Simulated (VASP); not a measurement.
A run of VASP 6.6.1:

INCAR

```
PREC     = Accurate       # precision mode
ENCUT    = 600            # plane-wave cutoff, eV
EDIFF    = 1E-6           # SCF threshold, eV
ISMEAR   = 0              # smearing method
SIGMA    = 0.1            # smearing width, eV
LREAL    = F              # projectors in reciprocal space
LASPH    = T              # aspherical terms in the spheres
NELM     = 80             # most SCF steps
ALGO     = Normal         # electronic algorithm
ISIF     = 3              # what is computed and relaxed
LWAVE    = F              # write WAVECAR
LCHARG   = F              # write CHGCAR
GGA      = PE             # functional
IBRION   = 2              # ionic algorithm
NSW      = 90             # ionic steps
EDIFFG   = -0.04          # ionic threshold
```

The input KPOINTS:

```
Automatic mesh
0
Gamma
  6 6 6
```

The input POSCAR:

```
TiOs2
1.0
    0.0000000000      2.7209158815      2.7209158815
    2.7209158815      0.0000000000      2.7209158815
    2.7209158815      2.7209158815      0.0000000000
Ti Os
1 2
Direct
    0.0000000000      0.0000000000      0.0000000000
    0.2500000000      0.2500000000      0.2500000000
    0.7500000000      0.7500000000      0.7500000000
```

Potentials or basis: VASP PAW PBE potentials, release 64 (Ti_sv, Os).

Launch:

```console
$ cat potpaw_PBE.64/Ti_sv/POTCAR potpaw_PBE.64/Os/POTCAR > POTCAR
$ mpirun -np 1 vasp_std > vasp.out
```

Hardware: 1 thread of Intel(R) Xeon(R) Platinum 8488C (Sapphire Rapids) (shared host).

Task: How long does it take, and how much memory?

Result: Run time: 100 s on 1 thread of Intel(R) Xeon(R) Platinum 8488C (Sapphire Rapids), with other jobs on the host, peak memory 0.2 GiB. Counts: scf iterations 86, k points 16, ion steps 5.
